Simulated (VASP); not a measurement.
**Sn: single point with PBEsol**

The system is Sn.

```xyz
1
Lattice="3.2816 0.0000 0.0000 -1.0939 3.0940 0.0000 -1.0939 -1.5470 2.6794" Properties=species:S:1:pos:R:3 pbc="T T T"
Sn    0.0000    0.0000    0.0000
```

* Program: VASP 6.6.1
* Task: single point
* Functional: PBEsol
* Potentials or basis: VASP PAW PBE potentials, release 64 (Sn_d)
* Cutoff: 500 eV
* k mesh: 10 × 10 × 10
* Occupations: methfessel-paxton, width 0.025 eV
* Spin: no spin polarisation
* Dipole correction: no
* Further INCAR settings: ALGO = Normal; EDIFF = 1e-06; NBANDS = 13

* Pressure: -2.2 GPa
* Band gap on the k mesh: zero (band 7 reaches 15.86 eV, above the bottom of band 8 at 5.64 eV)

Levels at points of the mesh, in eV from the Fermi level:
```csv
k point,band 3,band 4,band 5,band 6,band 7,band 8,band 9,band 10,band 11,band 12
"(0.00, 0.00, 0.00)",-21.44,-21.30,-21.30,-11.08,7.95,7.95,7.95,12.13,12.13,12.13
"(0.50, 0.00, 0.00)",-21.31,-21.31,-21.22,-6.41,-4.41,3.61,5.44,7.96,8.28,14.97
"(0.50, 0.50, 0.50)",-21.24,-21.24,-21.24,-2.49,-0.47,-0.47,-0.47,3.85,3.85,18.23
```

Wall time 7.5 s on 1 thread of Intel Xeon 6975P-C, on a shared host, peak memory 0.14 GiB.

Caveat: the PAW data sets were made with another functional, which shifts forces and pressure a little; spin-orbit coupling is left out, which moves the levels of the heavy elements.
